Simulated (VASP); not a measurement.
# In3Cu (Pm-3m) in VASP: relaxation of cell and atoms with PBE

Aim: the relaxation of cell and atoms of In3Cu with PBE.

All numbers are computed with VASP 6.6.1; they aren't measurements. Logs are shortened: lines on timing, memory, paths and dates and some standing lists are left out, and cuts for length are marked.

## (1) The cell of the first run

Symmetry: Pm-3m, No. 221, cubic system. The conventional cell has a = 4.483 Å, b = 4.483 Å, c = 4.483 Å, α = 90.00°, β = 90.00°, γ = 90.00°. Within 4.2 Å of In (site symmetry 4/mmm) lie 8 In at 3.17 Å and 4 Cu at 3.17 Å. Cu (site symmetry m-3m) has 12 In at 3.17 Å within 4.2 Å.

## (2) Relaxation of cell and atoms, PBE

File INCAR:

```
SYSTEM = In3Cu
  PREC = Accurate
  ENCUT = 600
  EDIFF = 1E-6
  ISMEAR = 0
  SIGMA = 0.1
  LREAL = .False.
  LASPH = .True.
  NELM = 100
  ALGO = Fast
  ISIF = 3
  LWAVE = .False.
  LCHARG = .False.
  GGA = PE
  IBRION = 2
  NSW = 100
  EDIFFG = -0.01
```

File KPOINTS:

```
regular mesh
0
Gamma
  10 10 10
  0 0 0
```

File POSCAR:

```
In3Cu
1.0
    4.4827671100      0.0000000000      0.0000000000
    0.0000000000      4.4827671100      0.0000000000
    0.0000000000      0.0000000000      4.4827671100
In Cu
3 1
Direct
    0.0000000000      0.5000000000      0.5000000000
    0.5000000000      0.0000000000      0.5000000000
    0.5000000000      0.5000000000      0.0000000000
    0.0000000000      0.0000000000      0.0000000000
```

Potentials or basis: VASP PAW PBE potentials, release 64 (In_d, Cu).

Launch:

```sh
> cat potpaw_PBE.64/In_d/POTCAR potpaw_PBE.64/Cu/POTCAR > POTCAR
> mpirun -np 1 vasp_std > vasp.out
```

OUTCAR:

```text
SYSTEM = In3Cu
   PREC = Accurate
   ENCUT = 600
   EDIFF = 1E-6
   ISMEAR = 0
   LREAL = .False.
   LASPH = .True.
   NELM = 100
   ISIF = 3
   GGA = PE
   IBRION = 2
   NSW = 100
   EDIFFG = -0.01

 ion  position               nearest neighbor table
   1  0.000  0.500  0.500-   2 3.17   3 3.17   4 3.17   3 3.17   4 3.17   2 3.17   4 3.17   4 3.17
                             2 3.17   3 3.17   3 3.17   2 3.17
   2  0.500  0.000  0.500-   1 3.17   3 3.17   4 3.17   3 3.17   4 3.17   1 3.17   3 3.17   3 3.17
                             1 3.17   4 3.17   4 3.17   1 3.17
   3  0.500  0.500  0.000-   1 3.17   2 3.17   4 3.17   1 3.17   2 3.17   2 3.17   4 3.17   2 3.17
                             1 3.17   4 3.17   1 3.17   4 3.17
   4  0.000  0.000  0.000-   1 3.17   2 3.17   3 3.17   1 3.17   2 3.17   1 3.17   3 3.17   1 3.17
                             2 3.17   3 3.17   2 3.17   3 3.17

  LATTYP: Found a simple cubic cell.
 ALAT       =     4.4827671100

  Lattice vectors:

 A1 = (   4.4827671100,   0.0000000000,   0.0000000000)
 A2 = (   0.0000000000,   4.4827671100,   0.0000000000)
 A3 = (   0.0000000000,   0.0000000000,   4.4827671100)

Analysis of symmetry for initial positions (statically):
=====================================================================
 Subroutine PRICEL returns:
 Original cell was already a primitive cell.

 Routine SETGRP: Setting up the symmetry group for a
 simple cubic supercell.

 Subroutine GETGRP returns: Found 48 space group operations
 (whereof 48 operations were pure point group operations)
 out of a pool of 48 trial point group operations.

The static configuration has the point symmetry O_h .

Analysis of symmetry for dynamics (positions and initial velocities):
=====================================================================
 Subroutine PRICEL returns:
 Original cell was already a primitive cell.

 Routine SETGRP: Setting up the symmetry group for a
 simple cubic supercell.

 Subroutine GETGRP returns: Found 48 space group operations
 (whereof 48 operations were pure point group operations)
 out of a pool of 48 trial point group operations.

The dynamic configuration has the point symmetry O_h .

 Subroutine INISYM returns: Found 48 space group operations
 (whereof 48 operations are pure point group operations),
 and found     1 'primitive' translations

----------------------------------------------------------------------------------------

                                     Primitive cell
[... 105 lines left out ...]
   PSTRESS=    0.0 pullay stress
   NELECT =      50.0000    total number of electrons
   NUPDOWN=      -1.0000    fix difference up-down
   EMIN   =  10.00;   EMAX   =-10.00  energy-range for DOS
   EFERMI =   0.00;   METHOD = LEGACY
   ISMEAR =     0;   SIGMA  =   0.10  broadening in eV -4-tet -1-fermi 0-gaus
   EFERMI_NEDOS =   21; number of points for ismear=-14 and -15
   IALGO  =     68    algorithm
   IMIX   =      4    mixing-type and parameters
     AMIX     =   0.40;   BMIX     =  1.00
     AMIX_MAG =   1.60;   BMIX_MAG =  1.00
  volume/ion in A,a.u.               =      22.52       151.98
  Fermi-wavevector in a.u.,A,eV,Ry     =   1.345402  2.542441 24.627986  1.810106
  Thomas-Fermi vector in A             =   2.473318
   LORBIT       =      0    0 simple, 1 ext, 2 COOP (PROOUT), +10 PAW based schemes
   GGA     = PE    functional components
   LHFCALC =     F    Hartree Fock is set to
   AEXX    =    0.0000 exact exchange contribution
   IVDW    =     0    specifies the selected vdW correction
   LEPSILON=     F    determine dielectric tensor
   LRPA    =     F    only Hartree local field effects (RPA)
 conjugate gradient relaxation of ions
 non-spin polarized calculation
 RMM-DIIS sequential band-by-band and
 Gauss-broadening in eV      SIGMA  =   0.10
  energy-cutoff  :      600.00
  volume of cell :       90.08
 maximum number of plane-waves:      3036
 NGX is ok and might be reduce to    36
   NGX = 17   NGY = 17   NGZ = 17

--------------------------------------- Ionic step        1  -------------------------------------------

 number of electron      50.0000054 magnetization

 Free energy of the ion-electron system (eV)
  ---------------------------------------------------
  ext. energy  EPLUGINS =         0.00000000
  ---------------------------------------------------
  free energy    TOTEN  =       -10.73281903 eV

  energy without entropy =      -10.72664375  energy(sigma->0) =      -10.72973139

------------------------ aborting loop because EDIFF is reached ----------------------------------------

  FORCE on cell =-STRESS in cart. coord.  units (eV):
  Direction    XX          YY          ZZ          XY          YZ          ZX
  --------------------------------------------------------------------------------------
  -------------------------------------------------------------------------------------
  Total        0.3808316      0.3808316      0.3808316      0.0000000      0.0000000     -0.0000000
  in kB        6.7733735      6.7733735      6.7733735      0.0000000      0.0000000     -0.0000000
  external PRESSURE =       6.7733735 kB  Pullay stress =       0.0000000 kB
[... 101 lines left out ...]
--------------------------------------- Ionic step        4  -------------------------------------------

 number of electron      50.0000059 magnetization

 Free energy of the ion-electron system (eV)
  ---------------------------------------------------
  ext. energy  EPLUGINS =         0.00000000
  ---------------------------------------------------
  free energy    TOTEN  =       -10.73446125 eV

  energy without entropy =      -10.72840497  energy(sigma->0) =      -10.73143311

 E-fermi :   7.4189     XC(G=0): -10.5678

 val. band max:        7.3955007624   @ k =   0.4000   0.4000   0.1000
 cond. band min:       7.4558771819   @ k =   0.4000   0.1000   0.0000
 fundamental gap:      0.0603764195
 Fermi energy:         7.4189117981

 k-point     1 :       0.0000    0.0000    0.0000
  band No.  band energies     occupation
      1      -7.4943      2.00000
      2      -7.4858      2.00000
      3      -7.4858      2.00000
      4      -7.4858      2.00000
      5      -7.2691      2.00000
      6      -7.2691      2.00000
[... 781 lines left out ...]
     29      11.4201      0.00000
     30      11.9864      0.00000

 [... further k-points ...]

------------------------ aborting loop because EDIFF is reached ----------------------------------------

  FORCE on cell =-STRESS in cart. coord.  units (eV):
  Direction    XX          YY          ZZ          XY          YZ          ZX
  --------------------------------------------------------------------------------------
  -------------------------------------------------------------------------------------
  Total        0.0034311      0.0034311      0.0034311      0.0000000      0.0000000     -0.0000000
  in kB        0.0603331      0.0603331      0.0603331      0.0000000      0.0000000     -0.0000000
  external PRESSURE =       0.0603331 kB  Pullay stress =       0.0000000 kB
[... 19 lines left out ...]
  FREE ENERGIE OF THE ION-ELECTRON SYSTEM (eV)
  ---------------------------------------------------
  free  energy   TOTEN  =       -10.7344612484 eV

  energy  without entropy=      -10.7284049658  energy(sigma->0) =      -10.73143311

 reached required accuracy - stopping structural energy minimisation
```

It took 13 min on 1 thread of Intel Xeon 8259CL, shared host; peak memory 0.33 GiB.

What came out:

```yaml
Free_energy: -10.7345 eV
Relaxed_volume: 22.78 Å³/atom
Relaxed_cell: a = 4.500 Å, b = 4.500 Å, c = 4.500 Å, α = 90.00°, β = 90.00°, γ = 90.00°
Space_group_after_relaxing_to_0.1_Å: Pm-3m (No. 221)
Energy_gained_by_relaxing: 0.4 meV/atom
Ionic_steps: 4
Pressure_after_relaxing: 0.0 GPa
Band_gap_on_the_k_mesh: zero (bands 25 and 26 overlap by 4.09 eV)
```

The path:
```csv
step,energy change (eV),largest force (eV/Å),pressure (GPa),volume (Å³)
1,0.0000,0.0000,0.68,90.08
2,-0.0015,0.0000,-0.23,91.33
3,-0.0016,0.0000,0.15,90.97
4,-0.0016,0.0000,0.01,91.12
```

Final structure:
```yaml
crystal:
  lattice:
    - [4.49984, 0.00000, 0.00000]
    - [0.00000, 4.49984, 0.00000]
    - [0.00000, 0.00000, 4.49984]
  atoms:
    - { symbol: In, position: [0.00000, 0.50000, 0.50000] }
    - { symbol: In, position: [0.50000, 0.00000, 0.50000] }
    - { symbol: In, position: [0.50000, 0.50000, 0.00000] }
    - { symbol: Cu, position: [0.00000, 0.00000, 0.00000] }
```

Caveat: spin-orbit coupling is left out, which moves the levels of the heavy elements.

The gap in the log of VASP goes by the Fermi energy; the results here count the filled bands.